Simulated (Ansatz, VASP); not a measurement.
**SiC: VASP beside Ansatz**

Contents of INCAR:

```
ALGO = Normal
EDIFF = 1E-6
EDIFFG = -0.005
ENCUT = 600
GGA = PE
IBRION = 2
ISIF = 3
ISMEAR = 0
LASPH = True
LCHARG = False
LREAL = False
LWAVE = False
NELM = 80
NSW = 100
PREC = Accurate
SIGMA = 0.02
```

The input KPOINTS:

```
k-points
0
Gamma
  12 12 2
```

The input POSCAR:

```
SiC
1.0
    3.0766210100      0.0000000000      0.0000000000
   -1.5383105100      2.6644319500      0.0000000000
    0.0000000000      0.0000000000     15.0980843200
Si C
6 6
Direct
    0.3333333300      0.6666666700      0.8329861500
    0.6666666700      0.3333333300      0.3329861500
    0.6666666700      0.3333333300      0.6665006000
    0.3333333300      0.6666666700      0.1665006000
    0.0000000000      0.0000000000      0.4997294200
    0.0000000000      0.0000000000      0.9997294200
    0.0000000000      0.0000000000      0.8743664100
    0.0000000000      0.0000000000      0.3743664100
    0.3333333300      0.6666666700      0.7079967800
    0.6666666700      0.3333333300      0.2079967800
    0.6666666700      0.3333333300      0.5415216400
    0.3333333300      0.6666666700      0.0415216400
```

Input for Ansatz:

```yaml
crystal:
  lattice:
    - [3.07662101, 0.0, 0.0]
    - [-1.53831051, 2.66443195, 0.0]
    - [0.0, 0.0, 15.09808432]
  atoms:
    - { symbol: Si, position: [0.33333333, 0.66666667, 0.83298615] }
    - { symbol: Si, position: [0.66666667, 0.33333333, 0.33298615] }
    - { symbol: Si, position: [0.66666667, 0.33333333, 0.6665006] }
    - { symbol: Si, position: [0.33333333, 0.66666667, 0.1665006] }
    - { symbol: Si, position: [0.0, 0.0, 0.49972942] }
    - { symbol: Si, position: [0.0, 0.0, 0.99972942] }
    - { symbol: C, position: [0.0, 0.0, 0.87436641] }
    - { symbol: C, position: [0.0, 0.0, 0.37436641] }
    - { symbol: C, position: [0.33333333, 0.66666667, 0.70799678] }
    - { symbol: C, position: [0.66666667, 0.33333333, 0.20799678] }
    - { symbol: C, position: [0.66666667, 0.33333333, 0.54152164] }
    - { symbol: C, position: [0.33333333, 0.66666667, 0.04152164] }
basis:
  ecutwfc: 420
kpoints:
  mp_grid: { grid: [12, 12, 2] }
hamiltonian:
  xc: pbe
scf:
  occupations: { method: gaussian, width: 0.02 }
output:
  forces: true
  stress: true
  eigenvalues: true
relax:
  adjacent_minimum: "off"
  f_tol: 0.005
  max_steps: 80
  cell: { stress_tol: 0.05 }
```

Alike in both runs: task relaxation of cell and atoms; functional PBE; k mesh 12 × 12 × 2; occupations gaussian, width 0.02 eV; no spin polarisation.

```csv
,VASP,Ansatz
version,VASP 6.6.1,Ansatz 0.2.0
potentials or method,"VASP PAW PBE potentials, release 64 (Si, C), cutoff 600 eV","scalar-relativistic, plane waves, PAW"
valence electrons in the cell,48,48
```

|  | VASP | Ansatz | Ansatz less VASP |
| --- | --- | --- | --- |
| gap on the k mesh at the Fermi level, each at its own relaxed structure (eV) | 2.03 | 2.03 | +0.001 |
| relaxed volume (Å³/atom) | 10.49 | 10.50 | +0.012 |
| relaxed cell length with the largest relative difference (Å) | 3.094 | 3.095 | +0.0012 |
